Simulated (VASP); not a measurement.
# ZnSnP2: single point with r2SCAN

ZnSnP2:

```xyz
8
Lattice="0.0000 5.7398 0.0000 5.7398 0.0000 0.0000 2.8699 2.8699 -5.7398" Properties=species:S:1:pos:R:3 pbc="T T T"
Sn    2.8699    2.8699    0.0000
Sn    5.7398    2.8699   -2.8699
P     4.1911    4.3049   -4.3049
P     1.4350    4.4186   -1.4350
P     7.2885    7.1748   -4.3049
P     4.3049    1.3212   -1.4350
Zn    0.0000    0.0000    0.0000
Zn    2.8699    5.7398   -2.8699
```

| Quantity | Value |
| --- | --- |
| Program | VASP 6.6.1 |
| Task | single point |
| Functional | r2SCAN |
| Potentials or basis | VASP PAW PBE potentials, release 64 (Sn_d, P, Zn) |
| Cutoff | 550 eV |
| k mesh | 5 × 5 × 5 |
| Occupations | fermi-dirac, width 0.1 eV |
| Spin | no spin polarisation |
| Dipole correction | no |
| Further INCAR settings | ALGO = Normal; EDIFF = 1e-06; NBANDS = 46 |

| Quantity | Value |
| --- | --- |
| Pressure | -3.1 GPa |
| Largest force | 0.015 eV/Å |
| Band gap on the k mesh | 1.02 eV |

Forces on the atoms (eV/Å):
```
Sn   0.000  0.000  0.000
Sn   0.000  0.000  0.000
P    0.015  0.000  0.000
P    0.000 -0.015  0.000
P   -0.015  0.000  0.000
P    0.000  0.015  0.000
Zn   0.000  0.000  0.000
Zn   0.000  0.000  0.000
```

Stress tensor (GPa, compression positive):
```
-3.13  0.00  0.00
 0.00 -3.13  0.00
 0.00  0.00 -3.04
```

Levels at points of the mesh, in eV from the valence-band top:
```csv
k point,band 34,band 35,band 36,band 37,band 38,band 39
"(0.00, 0.00, 0.00)",-0.01,-0.01,0.00,1.02,1.73,1.92
```

Wall time 10 min on 1 thread of Intel(R) Xeon(R) Platinum 8259CL CPU @ 2.50GHz (Skylake/Cascade Lake), on a shared host, peak memory 0.47 GiB.

Caveat: the cell stands under tension; the PAW data sets were made with another functional, which shifts forces and pressure a little; spin-orbit coupling is left out, which moves the levels of the heavy elements; an odd mesh through Γ misses points on the zone boundary, where band edges can lie.
